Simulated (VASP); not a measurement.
# Ti2Si3: single point with PBE

The system is Ti2Si3.

```
CELL_PARAMETERS angstrom
5.41178 0.00000 0.00000
0.00000 5.41178 0.00000
0.00000 0.00000 5.41178
ATOMIC_POSITIONS crystal
Ti 0.25000 0.25000 0.25000
Ti 0.25000 0.75000 0.75000
Ti 0.75000 0.75000 0.25000
Ti 0.75000 0.25000 0.75000
Si 0.00000 0.50000 0.50000
Si 0.00000 0.50000 0.00000
Si 0.50000 0.00000 0.50000
Si 0.00000 0.00000 0.50000
Si 0.50000 0.00000 0.00000
Si 0.50000 0.50000 0.00000
```

```
Program             : VASP 6.6.1
Task                : single point
Functional          : PBE
Potentials or basis : VASP PAW PBE potentials, release 64 (Ti_sv, Si)
Cutoff              : 520 eV
k mesh              : 4 × 4 × 4
Occupations         : gaussian, width 0.1 eV
Spin                : no spin polarisation
```

```json
{"Pressure": "29.1 GPa", "Band gap on the k mesh": "zero (band 36 reaches 9.05 eV, above the bottom of band 37 at 8.21 eV)"}
```

Levels at points of the mesh, in eV from the Fermi level:
| k point | band 32 | band 33 | band 34 | band 35 | band 36 | band 37 | band 38 | band 39 | band 40 | band 41 |
| --- | --- | --- | --- | --- | --- | --- | --- | --- | --- | --- |
| (0.00, 0.00, 0.00) | -1.14 | 0.05 | 0.05 | 0.05 | 0.07 | 0.07 | 0.07 | 0.25 | 0.25 | 0.25 |
| (0.50, 0.00, 0.00) | -1.39 | -1.28 | -1.28 | -1.08 | -1.08 | 0.81 | 0.81 | 0.89 | 0.89 | 0.94 |
| (0.50, 0.50, 0.00) | -1.80 | -1.26 | -1.26 | -0.71 | -0.71 | -0.23 | -0.23 | 0.94 | 0.94 | 1.12 |
| (0.50, 0.50, 0.50) | -1.41 | 0.26 | 0.26 | 0.26 | 0.61 | 0.67 | 0.67 | 0.67 | 0.67 | 0.67 |

Run time: 52 s on 1 thread of Intel(R) Xeon(R) Platinum 8488C (Sapphire Rapids) (shared host), peak memory 0.26 GiB.
